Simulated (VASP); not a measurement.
Wanted: the native input for a VASP 6.6.1 run.

```
Task                   : single point
Functional             : PBE
Potentials or basis    : VASP PAW PBE potentials, release 64 (B, P)
Cutoff                 : 520 eV
k mesh                 : 10 × 10 × 10
Occupations            : gaussian, width 0.05 eV
Spin                   : no spin polarisation
Dipole correction      : no
Further INCAR settings : ALGO = Normal; EDIFF = 1e-06; NBANDS = 11
```

The structure of BP lies in POSCAR:

```
BP
1.0
    0.0000000000      2.4505200000      2.2690000000
    2.4505200000      0.0000000000      2.2690000000
    2.4505200000      2.4505200000      0.0000000000
B P
1 1
Direct
    0.0000000000      0.0000000000      0.0000000000
    0.7500000000      0.7500000000      0.7500000000
```

This cell differs from its parent crystal: strain +0.080 along x and y, +0.000 along z.

The input as run:

INCAR

```
ALGO = Normal
EDIFF = 1E-6
ENCUT = 520
GGA = PE
ISIF = 2
ISMEAR = 0
LASPH = T
LCHARG = T
LELF = T
LREAL = F
LVHAR = T
LWAVE = F
NBANDS = 11
NELM = 60
PREC = Accurate
SIGMA = 0.05
```

KPOINTS

```
k-points
0
Gamma
  10 10 10
```

Potentials or basis: VASP PAW PBE potentials, release 64 (B, P).

The run is started by

```console
$ cat potpaw_PBE.64/B/POTCAR potpaw_PBE.64/P/POTCAR > POTCAR
$ mpirun -np 1 vasp_std > vasp.out
```

Results of the run:

* Pressure: -18.0 GPa
* Band gap on the k mesh: 0.40 eV, indirect (least direct gap 2.52 eV)

Caveat: the cell differs from its parent crystal (strain +0.080 along x and y, +0.000 along z).

Run time: 19 s on 1 thread of Intel(R) Xeon(R) Platinum 8488C (Sapphire Rapids), with other jobs on the host, peak memory 0.17 GiB.
